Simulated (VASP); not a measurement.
# SiO2 (I-42d) in VASP: further runs

The runs below take SiO2 through electric field gradients, with PBE.

All numbers are computed with VASP 6.6.1; they aren't measurements. Logs are shortened: lines on timing, memory, paths and dates and some standing lists are left out, and cuts for length are marked.

## (1) The cell of the first run

Symmetry: I-42d, No. 122, tetragonal system. Conventional cell: a = 4.651 Å, b = 4.651 Å, c = 7.335 Å, α = 90.00°, β = 90.00°, γ = 90.00°. Within 2.1 Å of Si (site symmetry -4) lie 4 O at 1.59 Å. Within 2.1 Å of O (site symmetry 2) lie 2 Si at 1.59 Å.

## (2) Electric field gradients, PBE (13.22 Å³/atom)

INCAR

```
SYSTEM = SiO2
ALGO     = Normal         ! electronic algorithm
EDIFF    = 1E-8           ! SCF threshold, eV
ENCUT    = 520            ! plane-wave cutoff, eV
GGA      = PE             ! functional
ISIF     = 2              ! what is computed and relaxed
ISMEAR   = -1             ! smearing method
LASPH    = .True.         ! aspherical terms in the spheres
LCHARG   = .False.        ! write CHGCAR
LEFG     = .True.       
LREAL    = .False.        ! projectors in reciprocal space
LWAVE    = .False.        ! write WAVECAR
NBANDS   = 25             ! bands
NELM     = 60             ! most SCF steps
PREC     = Accurate       ! precision mode
SIGMA    = 0.03           ! smearing width, eV
```

KPOINTS

```
k-points
0
Gamma
  7 7 7
  0 0 0
```

POSCAR

```
SiO2
1.0
   -2.3255864014      2.3255864014      3.6675703910
    2.3255864014     -2.3255864014      3.6675703910
    2.3255864014      2.3255864014     -3.6675703910
Si O
2 4
Direct
    0.0000000000      0.0000000000      0.0000000000
    0.7500000000      0.2500000000      0.5000000000
    0.9983800000      0.6250000000      0.8733800000
    0.3750000000      0.2483800000      0.3733800000
    0.7516200000      0.1250000000      0.1266200000
    0.8750000000      0.0016200000      0.6266200000
```

Potentials or basis: VASP PAW PBE potentials, release 64 (Si, O).

Launch:

```console
> cat potpaw_PBE.64/Si/POTCAR potpaw_PBE.64/O/POTCAR > POTCAR
> mpirun -np 1 vasp_std > vasp.out
```

OUTCAR:

```text
SYSTEM = SiO2
   EDIFF = 1E-8
   ENCUT = 520
   GGA = PE
   ISIF = 2
   ISMEAR = -1
   LASPH = .True.
   LREAL = .False.
   NELM = 60
   PREC = Accurate

 ion  position               nearest neighbor table
   1  0.000  0.000  0.000-   3 1.59   4 1.59   5 1.59   6 1.59   2 2.96   2 2.96   2 2.96   2 2.96

   2  0.750  0.250  0.500-   3 1.59   4 1.59   5 1.59   6 1.59   1 2.96   1 2.96   1 2.96   1 2.96

   3  0.998  0.625  0.873-   1 1.59   2 1.59
   4  0.375  0.248  0.373-   1 1.59   2 1.59
   5  0.752  0.125  0.127-   1 1.59   2 1.59
   6  0.875  0.002  0.627-   1 1.59   2 1.59

  LATTYP: Found a body centered tetragonal cell.
 ALAT       =     4.6511728028
 C/A-ratio  =     1.5770518734

  Lattice vectors:

 A1 = (  -2.3255864014,   2.3255864014,   3.6675703910)
 A2 = (   2.3255864014,  -2.3255864014,   3.6675703910)
 A3 = (   2.3255864014,   2.3255864014,  -3.6675703910)

Analysis of symmetry for initial positions (statically):
=====================================================================
 Subroutine PRICEL returns:
 Original cell was already a primitive cell.

 Routine SETGRP: Setting up the symmetry group for a
 body centered tetragonal supercell.

 Subroutine GETGRP returns: Found  8 space group operations
 (whereof  4 operations were pure point group operations)
 out of a pool of 16 trial point group operations.

The static configuration has the point symmetry S_4 .
 The point group associated with its full space group is D_2d.

Analysis of symmetry for dynamics (positions and initial velocities):
=====================================================================
 Subroutine PRICEL returns:
 Original cell was already a primitive cell.

 Routine SETGRP: Setting up the symmetry group for a
 body centered tetragonal supercell.

 Subroutine GETGRP returns: Found  8 space group operations
 (whereof  4 operations were pure point group operations)
 out of a pool of 16 trial point group operations.

The dynamic configuration has the point symmetry S_4 .
 The point group associated with its full space group is D_2d.

 Subroutine INISYM returns: Found  8 space group operations
 (whereof  4 operations are pure point group operations),
 and found     1 'primitive' translations

----------------------------------------------------------------------------------------

                                     Primitive cell

  volume of cell :      79.3420

  direct lattice vectors                    reciprocal lattice vectors
    -2.325586401  2.325586401  3.667570391     0.000000000  0.214999537  0.136330035
     2.325586401 -2.325586401  3.667570391     0.214999537  0.000000000  0.136330035
     2.325586401  2.325586401 -3.667570391     0.214999537  0.214999537  0.000000000

  length of vectors
     4.926233530  4.926233530  4.926233530     0.254579417  0.254579417  0.304055261

  position of ions in fractional coordinates (direct lattice)
     0.000000000  0.000000000  0.000000000
     0.750000000  0.250000000  0.500000000
     0.998380000  0.625000000  0.873380000
     0.375000000  0.248380000  0.373380000
     0.751620000  0.125000000  0.126620000
     0.875000000  0.001620000  0.626620000

  ion indices of the primitive-cell ions
   primitive index   ion index
                 1           1
                 2           2
                 3           3
                 4           4
                 5           5
                 6           6

----------------------------------------------------------------------------------------

 KPOINTS: k-points

Automatic generation of k-mesh.
[... 57 lines left out ...]
   PREC   = accura    normal or accurate (medium, high low for compatibility)
   ISTART =      0    job   : 0-new  1-cont  2-samecut
   ICHARG =      2    charge: 1-file 2-atom 10-const
   ISPIN  =      1    spin polarized calculation?
   LNONCOLLINEAR =      F non collinear calculations
   LSORBIT =      F    spin-orbit coupling
   LASPH  =      T    aspherical Exc in radial PAW
   ENCUT  =  520.0 eV  38.22 Ry    6.18 a.u.   9.16  9.16  9.16*2*pi/ulx,y,z
   NELM   =     60;   NELMIN=  2; NELMDL= -5     # of ELM steps
   EDIFF  = 0.1E-07   stopping-criterion for ELM
   LREAL  =      F    real-space projection
   EDIFFG = 0.1E-06   stopping-criterion for IOM
   NSW    =      0    number of steps for IOM
   IBRION =     -1    ionic relax: 0-MD 1-quasi-New 2-CG
   NFREE  =      0    steps in history (QN), initial steepest desc. (CG)
   ISIF   =      2    stress and relaxation
   ISYM   =      2    0-nonsym 1-usesym 2-fastsym
   POTIM  = 0.5000    time-step for ionic-motion
   TEBEG  =    0.0;   TEEND  =   0.0 temperature during run
   PSTRESS=    0.0 pullay stress
   NELECT =      32.0000    total number of electrons
   NUPDOWN=      -1.0000    fix difference up-down
   EMIN   =  10.00;   EMAX   =-10.00  energy-range for DOS
   EFERMI =   0.00;   METHOD = LEGACY
   ISMEAR =    -1;   SIGMA  =   0.03  broadening in eV -4-tet -1-fermi 0-gaus
   EFERMI_NEDOS =   21; number of points for ismear=-14 and -15
   IALGO  =     38    algorithm
   IMIX   =      4    mixing-type and parameters
     AMIX     =   0.40;   BMIX     =  1.00
     AMIX_MAG =   1.60;   BMIX_MAG =  1.00
  volume/ion in A,a.u.               =      13.22        89.24
  Fermi-wavevector in a.u.,A,eV,Ry     =   1.209550  2.285717 19.905463  1.463010
  Thomas-Fermi vector in A             =   2.345124
   LORBIT       =      0    0 simple, 1 ext, 2 COOP (PROOUT), +10 PAW based schemes
   GGA     = PE    functional components
   LHFCALC =     F    Hartree Fock is set to
   AEXX    =    0.0000 exact exchange contribution
   IVDW    =     0    specifies the selected vdW correction
   LEPSILON=     F    determine dielectric tensor
   LRPA    =     F    only Hartree local field effects (RPA)
 non-spin polarized calculation
  energy-cutoff  :      520.00
  volume of cell :       79.34
 maximum number of plane-waves:      2150
 NGX is ok and might be reduce to    40
   NGX = 19   NGY = 19   NGZ = 19

 number of electron      31.9999986 magnetization

 Free energy of the ion-electron system (eV)
  ---------------------------------------------------
  ext. energy  EPLUGINS =         0.00000000
  ---------------------------------------------------
  free energy    TOTEN  =       -47.08267374 eV

  energy without entropy =      -47.08267374  energy(sigma->0) =      -47.08267374

 E-fermi :   0.9248     XC(G=0):  -8.7992

 val. band max:        0.2959227067   @ k =   0.0000   0.0000   0.0000
 cond. band min:       6.7418843030   @ k =   0.0000   0.0000   0.0000
 fundamental gap:      6.4459615962
 Fermi energy:         0.9247610486

 k-point     1 :       0.0000    0.0000    0.0000
  band No.  band energies     occupation
      1     -19.1311      2.00000
      2     -16.8378      2.00000
      3     -16.8150      2.00000
      4     -16.8150      2.00000
      5      -8.6310      2.00000
      6      -5.1312      2.00000
[... 661 lines left out ...]
     24      13.8019      0.00000
     25      14.1266      0.00000

 [... further k-points ...]

------------------------ aborting loop because EDIFF is reached ----------------------------------------

  FORCE on cell =-STRESS in cart. coord.  units (eV):
  Direction    XX          YY          ZZ          XY          YZ          ZX
  --------------------------------------------------------------------------------------
  -------------------------------------------------------------------------------------
  Total        8.1761342      8.1761342      7.4278539      0.0000000     -0.0000000      0.0000000
  in kB      165.1030850    165.1030850    149.9928396      0.0000000     -0.0000000      0.0000000
  external PRESSURE =     160.0663365 kB  Pullay stress =       0.0000000 kB

 VOLUME and BASIS-vectors are now :
 -----------------------------------------------------------------------------
  energy-cutoff  :      520.00
  volume of cell :       79.34
      direct lattice vectors                 reciprocal lattice vectors
    -2.325586401  2.325586401  3.667570391     0.000000000  0.214999537  0.136330035
     2.325586401 -2.325586401  3.667570391     0.214999537  0.000000000  0.136330035
     2.325586401  2.325586401 -3.667570391     0.214999537  0.214999537  0.000000000

 POSITION                                       TOTAL-FORCE (eV/Angst)
 -----------------------------------------------------------------------------------
      0.00000      0.00000      0.00000         0.000000      0.000000      0.000000
      0.00000      2.32559      1.83379        -0.000000      0.000000     -0.000000
      1.16279      2.89945      2.75068         0.000000      1.011487     -0.000000
      0.57386      1.16279      0.91689         1.011487      0.000000     -0.000000
     -1.16279      1.75172      2.75068         0.000000     -1.011487      0.000000
     -0.57386      3.48838      0.91689        -1.011487      0.000000      0.000000
 -----------------------------------------------------------------------------------
    total drift:                               -0.000001     -0.000001     -0.000001

  FREE ENERGIE OF THE ION-ELECTRON SYSTEM (eV)
  ---------------------------------------------------
  free  energy   TOTEN  =       -47.0826737390 eV

  energy  without entropy=      -47.0826737389  energy(sigma->0) =      -47.08267374

 Electric field gradients (V/A^2)
---------------------------------------------------------------------
 ion       V_xx      V_yy      V_zz      V_xy      V_xz      V_yz
---------------------------------------------------------------------
   1       2.798     2.799    -5.597    -0.000    -0.000     0.000
   2       2.799     2.798    -5.597    -0.000     0.000    -0.000
   3      24.901   -25.422     0.520     0.002    61.415     0.002
   4     -25.422    24.901     0.520     0.002     0.002    61.415
   5      24.901   -25.422     0.521     0.002   -61.411     0.002
   6     -25.422    24.901     0.521     0.002     0.002   -61.411
---------------------------------------------------------------------

 Electric field gradients after diagonalization (V/A^2)
 (convention: |V_zz| > |V_xx| > |V_yy|)
----------------------------------------------------------------------
 ion       V_xx      V_yy      V_zz     asymmetry (V_yy - V_xx)/ V_zz
----------------------------------------------------------------------
   1       2.799     2.798    -5.597       0.000
   2       2.799     2.798    -5.597       0.000
   3     -49.903   -25.422    75.324       0.325
   4     -49.903   -25.422    75.324       0.325
   5     -49.899   -25.422    75.321       0.325
   6     -49.899   -25.422    75.321       0.325
----------------------------------------------------------------------

           NMR quadrupolar parameters

 Cq : quadrupolar parameter    Cq=e*Q*V_zz/h
 eta: asymmetry parameters     (V_yy - V_xx)/ V_zz
 Q  : nuclear electric quadrupole moment in mb (millibarn)
----------------------------------------------------------------------
 ion       Cq(MHz)       eta       Q (mb)
----------------------------------------------------------------------
   1      -0.014       0.000       1.000
   2      -0.014       0.000       1.000
   3       0.182       0.325       1.000
   4       0.182       0.325       1.000
   5       0.182       0.325       1.000
   6       0.182       0.325       1.000
----------------------------------------------------------------------
```

It took 85 s on 1 thread of Intel Xeon Platinum 8259CL at 2.50GHz (Skylake/Cascade Lake), shared host; peak memory 0.25 GiB.

What came out:

```
Free energy                             : -47.0827 eV
Pressure                                : 16.0 GPa
Largest force                           : 1.011 eV/Å
Band gap on the k mesh                  : 6.45 eV
Largest electric field gradient by atom : Si -5.6; O +75.3 V/Å²
```

Forces on the atoms (eV/Å):
```
Si   0.000  0.000  0.000
Si   0.000  0.000  0.000
O    0.000  1.011  0.000
O    1.011  0.000  0.000
O    0.000 -1.011  0.000
O   -1.011  0.000  0.000
```

Levels at points of the mesh, in eV from the valence-band top:
| k point | band 14 | band 15 | band 16 | band 17 | band 18 | band 19 |
| --- | --- | --- | --- | --- | --- | --- |
| (0.00, 0.00, 0.00) | -1.01 | 0.00 | 0.00 | 6.45 | 8.94 | 11.80 |

Electric field gradients, principal values (V/Å²):
```tsv
atom	least	middle	greatest (by size)
1 Si	2.798	2.799	-5.597
2 Si	2.798	2.799	-5.597
3 O	-25.422	-49.903	75.324
4 O	-25.422	-49.903	75.324
5 O	-25.422	-49.899	75.321
6 O	-25.422	-49.899	75.321
```

Caveat: the cell stands under pressure; without QUAD_EFG the Cq values of the log hold for a quadrupole moment of 1 mb, not for the nuclei; an odd mesh through Γ misses points on the zone boundary, where band edges can lie; forces of over 1 eV/Å act on the atoms, so gaps and moduli don't describe the material at rest.

(Continued in part 2 of 3.)
